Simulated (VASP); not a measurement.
Crystal: CdH2.

```xyz
3
Lattice="3.2955 0.0000 0.0000 0.0000 3.2955 0.0000 0.0000 0.0000 4.2129" Properties=species:S:1:pos:R:3 pbc="T T T"
Cd    0.0000    0.0000    2.1064
H     1.6478    1.6478    2.1064
H     0.0000    0.0000    0.0000
```

```yaml
Program: VASP 6.6.1
Task: relaxation of cell and atoms
Functional: PBE
Potentials_or_basis: VASP PAW PBE potentials, release 64 (Cd, H)
Cutoff: 600 eV
k_mesh: 6 × 6 × 4
Occupations: gaussian, width 0.1 eV
Spin: no spin polarisation
```

At the start: pressure -7.5 GPa; volume 15.25 Å³/atom.

Task: How do energy, volume and symmetry change on relaxing?

Result: Over 5 steps the energy falls by 109.5 meV/atom and the volume is 12.49 Å³/atom (-18.1 %); space group P4/mmm (No. 123, to 0.05 Å).

Step by step:
```csv
step,energy change (eV),largest force (eV/Å),pressure (GPa),volume (Å³)
1,0.0000,0.0000,-7.48,45.75
2,-0.2458,0.0000,-4.65,41.17
3,-0.3246,0.0000,-1.29,38.20
4,-0.3284,0.0000,0.01,37.31
5,-0.3285,0.0000,-0.21,37.47
```

Final structure:
```yaml
crystal:
  lattice:
    - [3.17504, 0.00000, 0.00000]
    - [0.00000, 3.17504, 0.00000]
    - [0.00000, 0.00000, 3.71659]
  atoms:
    - { symbol: Cd, position: [0.00000, 0.00000, 0.50000] }
    - { symbol: H, position: [0.50000, 0.50000, 0.50000] }
    - { symbol: H, position: [0.00000, 0.00000, 0.00000] }
```

Caveat: the k points lie up to 0.42 Å⁻¹ apart in the final cell; the volume moved by over 15 % at a fixed basis, so the end points are rough.
